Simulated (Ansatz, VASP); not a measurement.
**One calculation of W, two programs**

Contents of INCAR:

```
SYSTEM = W
  PREC = Accurate
  ENCUT = 500
  EDIFF = 1E-6
  ISMEAR = 0
  SIGMA = 0.15
  LREAL = .FALSE.
  LASPH = .TRUE.
  NELM = 120
  ALGO = Normal
  ISIF = 2
  LWAVE = .FALSE.
  LCHARG = .FALSE.
  GGA = PE
  NBANDS = 13
  GGA_COMPAT = .FALSE.
```

File KPOINTS:

```
regular mesh
0
G
  20 20 20
  0 0 0
```

Contents of POSCAR:

```
W
1.0
   -1.6771650000      1.6771650000      1.6372325000
    1.6771650000     -1.6771650000      1.6372325000
    1.6771650000      1.6771650000     -1.6372325000
W
1
Direct
    0.0000000000      0.0000000000      0.0000000000
```

Input for Ansatz:

```yaml
crystal:
  lattice:
    - [-1.677165, 1.677165, 1.6372325]
    - [1.677165, -1.677165, 1.6372325]
    - [1.677165, 1.677165, -1.6372325]
  atoms:
    - { symbol: W, position: [0.0, 0.0, 0.0] }
basis:
  ecutwfc: 420
kpoints:
  mp_grid: { grid: [20, 20, 20] }
hamiltonian:
  xc: pbe
scf:
  occupations: { method: gaussian, width: 0.15 }
output:
  forces: true
  stress: true
  eigenvalues: true
```

Change from the starting cell: strain +0.050 along x and y, +0.025 along z, atoms carried along.

Alike in both runs: task single point; functional PBE; k mesh 20 × 20 × 20; occupations gaussian, width 0.15 eV; no spin polarisation.

```csv
,VASP,Ansatz
version,VASP 6.6.1,Ansatz 0.2.0
potentials or method,"VASP PAW PBE potentials, release 64 (W_sv), cutoff 500 eV","scalar-relativistic, plane waves, PAW"
valence electrons in the cell,14,14
```

Ansatz gave:

```
gap on the k mesh at the Fermi level (eV)                     : none
pressure (GPa)                                                : -30.3
traceless stress, the component that is largest in VASP (GPa) : 3.83
```

Question: What did VASP give for the same quantities?

Answer: gap on the k mesh at the Fermi level (eV): none; pressure (GPa): -30.1; traceless stress, the component that is largest in VASP (GPa): 3.83.

A gap of «none» marks a metal or a gap that the smearing closes. Both programs put the cell under strong tension, so it lies far from rest at this level.

Spin-orbit coupling is off throughout. Noted on VASP's run: the cell as given lies far from equilibrium.
